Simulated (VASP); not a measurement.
# Mn (P6_3/mmc) in VASP: a series of runs, part 2 of 2

VASP 6.6.1. The steps go on from the part before.

## 3. Relaxation of cell and atoms, LDA

This run uses another cell than the first one, of 11.75 Å³/atom, 1.044 times its volume.

File INCAR:

```
SYSTEM = Mn
  PREC = Accurate
  ENCUT = 600
  EDIFF = 1E-6
  ISMEAR = -1
  SIGMA = 0.1
  LREAL = .False.
  LASPH = .True.
  NELM = 100
  ALGO = Normal
  ISIF = 3
  LWAVE = .False.
  LCHARG = .False.
  GGA = CA
  IBRION = 2
  NSW = 80
  EDIFFG = -0.01
```

File KPOINTS:

```
Automatic mesh
0
Gamma
  14 14 8
  0 0 0
```

File POSCAR:

```
Mn
1.0
    2.5517868831      0.0000000000      0.0000000000
   -1.2758934415      2.2099122658      0.0000000000
    0.0000000000      0.0000000000      4.1670679801
Mn
2
Direct
    0.3333333333      0.6666666667      0.2500000000
    0.6666666667      0.3333333333      0.7500000000
```

Potentials or basis: VASP PAW LDA potentials, release 64 (Mn_pv).

The run is started by

```console
$ cat potpaw_LDA.64/Mn_pv/POTCAR > POTCAR
$ mpirun -np 1 vasp_std > vasp.out
```

OUTCAR:

```text
SYSTEM = Mn
   PREC = Accurate
   ENCUT = 600
   EDIFF = 1E-6
   ISMEAR = -1
   LREAL = .False.
   LASPH = .True.
   NELM = 100
   ISIF = 3
   GGA = CA
   IBRION = 2
   NSW = 80
   EDIFFG = -0.01

 ion  position               nearest neighbor table
   1  0.333  0.667  0.250-   2 2.55   2 2.55   2 2.55   2 2.55   2 2.55   2 2.55
   2  0.667  0.333  0.750-   1 2.55   1 2.55   1 2.55   1 2.55   1 2.55   1 2.55

  LATTYP: Found a hexagonal cell.
 ALAT       =     2.5517868831
 C/A-ratio  =     1.6330000000

  Lattice vectors:

 A1 = (   2.5517868831,   0.0000000000,   0.0000000000)
 A2 = (  -1.2758934415,   2.2099122658,   0.0000000000)
 A3 = (   0.0000000000,   0.0000000000,   4.1670679801)

Analysis of symmetry for initial positions (statically):
=====================================================================
 Subroutine PRICEL returns:
 Original cell was already a primitive cell.

 Routine SETGRP: Setting up the symmetry group for a
 hexagonal supercell.

 Subroutine GETGRP returns: Found 24 space group operations
 (whereof 12 operations were pure point group operations)
 out of a pool of 24 trial point group operations.

The static configuration has the point symmetry D_3d.
 The point group associated with its full space group is D_6h.

Analysis of symmetry for dynamics (positions and initial velocities):
=====================================================================
 Subroutine PRICEL returns:
 Original cell was already a primitive cell.

[... 144 lines left out ...]
   NGX = 11   NGY = 11   NGZ = 17

--------------------------------------- Ionic step        1  -------------------------------------------

 number of electron      25.9999991 magnetization

 Free energy of the ion-electron system (eV)
  ---------------------------------------------------
  ext. energy  EPLUGINS =         0.00000000
  ---------------------------------------------------
  free energy    TOTEN  =       -19.90546931 eV

  energy without entropy =      -19.79808208  energy(sigma->0) =      -19.85177570

 E-fermi :   8.9524     XC(G=0): -13.8310

 val. band max:        8.9498977466   @ k =   0.3571   0.2143   0.3750
 cond. band min:       8.9529390342   @ k =   0.3571   0.0714   0.2500
 fundamental gap:      0.0030412876
 Fermi energy:         8.9524101044

 k-point     1 :       0.0000    0.0000    0.0000
  band No.  band energies     occupation
      1     -38.7798      2.00000
      2     -38.2717      2.00000
      3     -38.2717      2.00000
      4     -38.1968      2.00000
      5     -38.1938      2.00000
      6     -38.1938      2.00000
[... 650 lines left out ...]
--------------------------------------- Ionic step        6  -------------------------------------------

 number of electron      25.9999987 magnetization

 Free energy of the ion-electron system (eV)
  ---------------------------------------------------
  ext. energy  EPLUGINS =         0.00000000
  ---------------------------------------------------
  free energy    TOTEN  =       -20.34864779 eV

  energy without entropy =      -20.26268359  energy(sigma->0) =      -20.30566569

 E-fermi :  11.1310     XC(G=0): -14.7767

 val. band max:       11.1296979677   @ k =   0.2857   0.2857   0.5000
 cond. band min:      11.1403779330   @ k =   0.1429   0.0000   0.1250
 fundamental gap:      0.0106799653
 Fermi energy:        11.1310455564

 k-point     1 :       0.0000    0.0000    0.0000
  band No.  band energies     occupation
      1     -36.8515      2.00000
      2     -36.0128      2.00000
      3     -36.0128      2.00000
      4     -35.8787      2.00000
      5     -35.8787      2.00000
      6     -35.8535      2.00000
[... 500 lines left out ...]
  FREE ENERGIE OF THE ION-ELECTRON SYSTEM (eV)
  ---------------------------------------------------
  free  energy   TOTEN  =       -20.3486477935 eV

  energy  without entropy=      -20.2626835851  energy(sigma->0) =      -20.30566569

 reached required accuracy - stopping structural energy minimisation
```

Wall time 1.8 min (1 thread of AMD EPYC 9R45 (Zen 5), shared host); peak memory 0.14 GiB.

Results:

- Free energy: -20.3486 eV
- Relaxed volume: 10.06 Å³/atom
- Relaxed cell: a = 2.434 Å, b = 2.434 Å, c = 3.922 Å, α = 90.00°, β = 90.00°, γ = 120.00°
- Space group after relaxing (to 0.05 Å): P6_3/mmc (No. 194)
- Energy gained by relaxing: 221.6 meV/atom
- Ionic steps: 6
- Pressure after relaxing: 0.0 GPa
- Band gap on the k mesh: zero (band 13 reaches 12.24 eV, above the bottom of band 14 at 9.97 eV)

Step by step:
| step | energy change (eV) | largest force (eV/Å) | pressure (GPa) | volume (Å³) |
| --- | --- | --- | --- | --- |
| 1 | 0.0000 | 0.0000 | -36.29 | 23.50 |
| 2 | 1.2538 | 0.0000 | 149.74 | 15.56 |
| 3 | -0.4390 | 0.0000 | -4.07 | 20.37 |
| 4 | -0.4419 | 0.0000 | -1.09 | 20.19 |
| 5 | -0.4421 | 0.0000 | 0.16 | 20.12 |
| 6 | -0.4432 | 0.0000 | 0.03 | 20.12 |

Final structure:
```
Mn
1.0
     2.43372    0.00000    0.00000
    -1.21686    2.10766    0.00000
     0.00000    0.00000    3.92240
Mn
2
Cartesian
  0.0000 1.4051 0.9806
  1.2169 0.7026 2.9418
```

Levels at points of the mesh, in eV from the Fermi level:
| k point | band 11 | band 12 | band 13 | band 14 | band 15 | band 16 |
| --- | --- | --- | --- | --- | --- | --- |
| (0.00, 0.00, 0.00) | -1.04 | -0.54 | -0.54 | 0.01 | 0.01 | 1.00 |
| (0.50, 0.00, 0.00) | -1.32 | -0.99 | -0.43 | 1.98 | 2.18 | 2.23 |
| (0.00, 0.00, 0.50) | -1.16 | -1.16 | -1.16 | -1.16 | 1.30 | 1.30 |
| (0.50, 0.00, 0.50) | 0.18 | 0.18 | 0.99 | 0.99 | 2.13 | 2.13 |

Caveat: the run has no spin polarisation, though such a crystal can be magnetic.

## 4. Single point, LDA, collinear spin, antiferromagnetic start

This run uses another cell than the first one, of 10.04 Å³/atom, 0.892 times its volume.

File INCAR:

```
ALGO     = Normal         # electronic algorithm
EDIFF    = 1E-6           # SCF threshold, eV
ENCUT    = 520            # plane-wave cutoff, eV
ISIF     = 2              # what is computed and relaxed
ISMEAR   = -1             # smearing method
ISPIN    = 2              # spin polarisation
LASPH    = T              # aspherical terms in the spheres
LCHARG   = F              # write CHGCAR
LMAXMIX  = 4              # l up to which the mixer works
LORBIT   = 11             # projections on sites
LREAL    = F              # projectors in reciprocal space
LWAVE    = F              # write WAVECAR
MAGMOM   = 3 -3           # initial moments
NBANDS   = 24             # bands
NELM     = 150            # most SCF steps
PREC     = Accurate       # precision mode
SIGMA    = 0.05           # smearing width, eV
```

File KPOINTS:

```
k-points
0
Gamma
  14 14 8
```

File POSCAR:

```
Mn
1.0
    2.4305378580      0.0000000000      0.0000000000
   -1.2152689290      2.1049075299      0.0000000000
    0.0000000000      0.0000000000      3.9248165455
Mn
2
Direct
    0.3333333333      0.6666666667      0.2500000000
    0.6666666667      0.3333333333      0.7500000000
```

The run is started by

```console
$ cat potpaw_LDA.64/Mn_pv/POTCAR > POTCAR
$ mpirun -np 1 vasp_std > vasp.out
```

Wall time 66 s (1 thread of Intel Xeon Platinum 8488C (Sapphire Rapids), shared host); peak memory 0.18 GiB.

It converged, with:

- Free energy: -20.3138 eV
- Pressure: 0.5 GPa
- Band gap on the k mesh: zero (filled and empty bands overlap)
- Net moment: 0.00 μB per cell
- Valence electrons inside the program's atomic spheres: Mn 12.14

Stress tensor (GPa, compression positive):
```
0.55 0.00 0.00
0.00 0.55 0.00
0.00 0.00 0.41
```

Levels at points of the mesh, in eV from the Fermi level:
Spin up:
```csv
k point,band 9,band 10,band 11,band 12,band 13,band 14,band 15,band 16,band 17,band 18
"(0.00, 0.00, 0.00)",-1.06,-1.06,-1.05,-0.53,-0.53,0.03,0.03,0.99,1.78,1.78
"(0.50, 0.00, 0.00)",-4.02,-1.32,-1.30,-0.99,-0.43,2.01,2.18,2.25,3.97,6.23
"(0.00, 0.00, 0.50)",-1.64,-1.64,-1.15,-1.15,-1.15,-1.15,1.31,1.31,1.31,1.31
"(0.50, 0.00, 0.50)",-2.89,-2.89,0.19,0.20,1.00,1.00,2.15,2.15,3.53,3.53
```
Spin down:
```csv
k point,band 11,band 12,band 13,band 14,band 15,band 16
"(0.00, 0.00, 0.00)",-1.05,-0.53,-0.53,0.03,0.03,0.99
"(0.50, 0.00, 0.00)",-1.30,-0.99,-0.43,2.01,2.18,2.25
"(0.00, 0.00, 0.50)",-1.15,-1.15,-1.15,-1.15,1.31,1.31
"(0.50, 0.00, 0.50)",0.19,0.20,1.00,1.00,2.15,2.15
```

Caveat: the starting moments collapsed, and a magnetic state may lie lower.
